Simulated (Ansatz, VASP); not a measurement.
# F in VASP and in Ansatz

```
F
1.0
     2.96015   -1.75681   -0.22831
     2.96015    1.75681   -0.22831
    -2.20919    0.00000    7.02867
F
4
Direct
  0.08485 0.08485 0.09400
  0.91515 0.91515 0.90600
  0.50157 0.50157 0.59372
  0.49843 0.49843 0.40628
```

Change from the starting cell: volume 17.833 Å^3 an atom, stretch along a over the lengths across it, relative to the relaxed cell 0.9684.

Alike in both runs: task single point; functional PBEsol; k mesh 4 × 4 × 2; occupations gaussian, width 0.05 eV; no spin polarisation.

|  | VASP | Ansatz |
| --- | --- | --- |
| version | VASP 6.6.1 | Ansatz 0.2.0 |
| potentials or method | VASP PAW PBE potentials, release 64 (F), cutoff 520 eV | scalar-relativistic, plane waves, PAW |
| valence electrons in the cell | 28 | 28 |

|  | VASP | Ansatz | Ansatz less VASP |
| --- | --- | --- | --- |
| gap on the k mesh at the Fermi level (eV) | 3.26 | 3.35 | +0.086 |
| least direct gap on the mesh (eV) | 3.36 | 3.44 | +0.087 |
| pressure (GPa) | 2.7 | 2.3 | -0.47 |
| traceless stress, the component that is largest in VASP (GPa) | 5.14 | 3.47 | -1.661 |
| rms of the force components (eV/Å) | 0.879 | 0.595 | -0.2838 |

VASP's potentials were made for PBE, not for PBEsol. Atom by atom the forces differ by 0.284 eV/Å (rms over components).

The k mesh is coarse, so the values compare programs but aren't converged.
